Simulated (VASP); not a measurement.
Wanted: the native input for a VASP 6.6.1 run.

```yaml
Task: single point
Functional: PBEsol
Potentials_or_basis: VASP PAW PBE potentials, release 64 (C, H)
Cutoff: 520 eV
k_mesh: 1 × 1 × 1, shifted
Occupations: fermi-dirac, width 0.05 eV
Spin: no spin polarisation
Dipole_correction: no
Further_INCAR_settings: LREAL = Auto; ALGO = Normal; EDIFF = 1e-06; NBANDS = 60
```

The structure of HC5 lies in POSCAR:

```
HC5
1.0
    1.7769010000      1.7769010000      0.0000000000
   -1.7769010000      1.7769010000      0.0000000000
    0.0000000000      0.0000000000     32.3805640000
C H
20 4
Direct
    0.0014680000      0.0037800000      0.2434240000
    0.0400170000      0.9857730000      0.3512170000
    0.9904220000      0.9576080000      0.4543530000
    0.9594660000      0.9407010000      0.5641020000
    0.0206340000      0.0119970000      0.6814460000
    0.5116290000      0.0078400000      0.2689950000
    0.4861990000      0.9993360000      0.3728770000
    0.5056770000      0.0246820000      0.4874300000
    0.4798110000      0.0423720000      0.5932320000
    0.5191420000      0.9940820000      0.7079410000
    0.9707970000      0.4642090000      0.3225660000
    0.9980280000      0.4912380000      0.4307280000
    0.9987150000      0.5322440000      0.5429560000
    0.0386630000      0.4667960000      0.6482830000
    0.0264330000      0.5522390000      0.7626830000
    0.4524600000      0.5305280000      0.2912360000
    0.5237640000      0.4603350000      0.4025370000
    0.5308320000      0.4090380000      0.5146220000
    0.5034020000      0.5248060000      0.6246720000
    0.4888160000      0.4827780000      0.7333080000
    0.0224860000      0.6586050000      0.2215930000
    0.0318950000      0.3775220000      0.2175960000
    0.0162080000      0.1096710000      0.7796100000
    0.0103230000      0.8511140000      0.7870050000
```

The input as run:

INCAR

```
SYSTEM = HC5
PREC = Accurate
ENCUT = 520
EDIFF = 1E-6
ISMEAR = -1
SIGMA = 0.05
LREAL = Auto
LASPH = .TRUE.
NELM = 80
ALGO = Normal
ISIF = 2
LWAVE = .FALSE.
LCHARG = .TRUE.
GGA = PS
LELF = .TRUE.
LVHAR = .TRUE.
NBANDS = 60
```

KPOINTS

```
Automatic mesh
0
Gamma
  1 1 1
  0.5 0.5 0.5
```

Potentials or basis: VASP PAW PBE potentials, release 64 (C, H).

Run with:

```console
$ cat potpaw_PBE.64/C/POTCAR potpaw_PBE.64/H/POTCAR > POTCAR
$ mpirun -np 1 vasp_std > vasp.out
```

It gave:

```
Largest force          : 18.929 eV/Å
Band gap on the k mesh : 6.19 eV
```

Caveat: the k points lie up to 2.50 Å⁻¹ apart; the PAW data sets were made with another functional, which shifts forces and pressure a little.

It took 48 s on 1 thread of Intel(R) Xeon(R) Platinum 8488C (Sapphire Rapids), on a shared host, peak memory 0.28 GiB.
